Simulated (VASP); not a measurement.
A run of VASP 6.6.1 is set up as follows.

INCAR

```
  ALGO = Normal
  EDIFF = 1E-6
  ENCUT = 520
  GGA = CA
  ISIF = 2
  ISMEAR = 1
  LASPH = True
  LCHARG = True
  LELF = True
  LREAL = False
  LVHAR = True
  LWAVE = False
  NBANDS = 32
  NELM = 60
  PREC = Accurate
  SIGMA = 0.1
```

The input KPOINTS:

```
Automatic mesh
0
Gamma
  6 6 6
  0.5 0.5 0.5
```

Contents of POSCAR:

```
NbZn3
1.0
    3.9340000000      0.0000000000      0.0000000000
    0.0000000000      3.9340000000      0.0000000000
    0.0000000000      0.0000000000      3.9340000000
Nb Zn
1 3
Direct
    0.0000000000      0.0000000000      0.0000000000
    0.0000000000      0.5000000000      0.5000000000
    0.5000000000      0.0000000000      0.5000000000
    0.5000000000      0.5000000000      0.0000000000
```

Potentials or basis: VASP PAW LDA potentials, release 64 (Nb_sv, Zn).

Launch:

```bash
$ cat potpaw_LDA.64/Nb_sv/POTCAR potpaw_LDA.64/Zn/POTCAR > POTCAR
$ mpirun -np 1 vasp_std > vasp.out
```

What does it give for the pressure?

-9.1 GPa.
